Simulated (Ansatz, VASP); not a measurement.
One calculation of Al, two programs

The input INCAR:

```
  ALGO = Fast
  EDIFF = 1E-7
  ENCUT = 520
  GGA = PE
  ISIF = 2
  ISMEAR = 0
  LASPH = True
  LCHARG = False
  LREAL = False
  LWAVE = False
  NBANDS = 8
  NELM = 60
  PREC = Accurate
  SIGMA = 0.15
```

File KPOINTS:

```
k-points
0
Gamma
  20 20 20
```

POSCAR

```
Al
1.0
    0.0379496250      2.0239800000      2.0239800000
    2.0239800000      0.0379496250      2.0239800000
    2.0619296250      2.0619296250      0.0000000000
Al
1
Direct
    0.0000000000      0.0000000000      0.0000000000
```

Input for Ansatz:

```yaml
crystal:
  lattice:
    - [0.037949625, 2.02398, 2.02398]
    - [2.02398, 0.037949625, 2.02398]
    - [2.061929625, 2.061929625, 0.0]
  atoms:
    - { symbol: Al, position: [0.0, 0.0, 0.0] }
basis:
  ecutwfc: 420
kpoints:
  mp_grid: { grid: [20, 20, 20] }
hamiltonian:
  xc: pbe
scf:
  occupations: { method: gaussian, width: 0.15 }
output:
  forces: true
  stress: true
  eigenvalues: true
  write_density: true
  write_potential: true
  elf: true
  volumetric_format: npy
```

Change from the starting cell: strain +0.0375 x Voigt [0, 0, 0, 0, 0, 1], atoms carried along.

Alike in both runs: task single point; functional PBE; k mesh 20 × 20 × 20; occupations gaussian, width 0.15 eV; no spin polarisation.

```csv
,VASP,Ansatz
version,VASP 6.6.1,Ansatz 0.2.0
potentials or method,"VASP PAW PBE potentials, release 64 (Al), cutoff 520 eV","scalar-relativistic, plane waves, PAW"
valence electrons in the cell,3,3
```

Ansatz gave:

| Quantity | Value |
| --- | --- |
| gap on the k mesh at the Fermi level (eV) | none |
| pressure (GPa) | -0.3 |
| traceless stress, the component that is largest in VASP (GPa) | -1.19 |

Which values does VASP return?

gap on the k mesh at the Fermi level (eV): none; pressure (GPa): -0.3; traceless stress, the component that is largest in VASP (GPa): -1.18.

A gap of «none» marks a metal or a gap that the smearing closes. The functional is the same, so the differences come from potentials, cutoffs and numerics.
